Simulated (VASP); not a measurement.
Input of a VASP 6.6.1 run:

Contents of INCAR:

```
  PREC = Accurate
  ENCUT = 520
  EDIFF = 1E-8
  ISMEAR = -1
  SIGMA = 0.03
  LREAL = F
  LASPH = T
  NELM = 60
  ALGO = Normal
  ISIF = 2
  LWAVE = F
  LCHARG = F
  GGA = PS
  LEFG = T
  NBANDS = 12
```

The input KPOINTS:

```
Automatic mesh
0
Gamma
  15 15 15
```

Contents of POSCAR:

```
Ag
1.0
    0.0000000000      2.0293875063      2.0293875063
    2.0293875063      0.0000000000      2.0293875063
    2.0293875063      2.0293875063      0.0000000000
Ag
1
Direct
    0.0000000000      0.0000000000      0.0000000000
```

Potentials or basis: VASP PAW PBE potentials, release 64 (Ag).

Run with:

```bash
$ cat potpaw_PBE.64/Ag/POTCAR > POTCAR
$ mpirun -np 1 vasp_std > vasp.out
```

Predict the pressure.

-0.8 GPa.

Caveat: without QUAD_EFG the Cq values of the log hold for a quadrupole moment of 1 mb, not for the nuclei; the PAW data sets were made with another functional, which shifts forces and pressure a little.
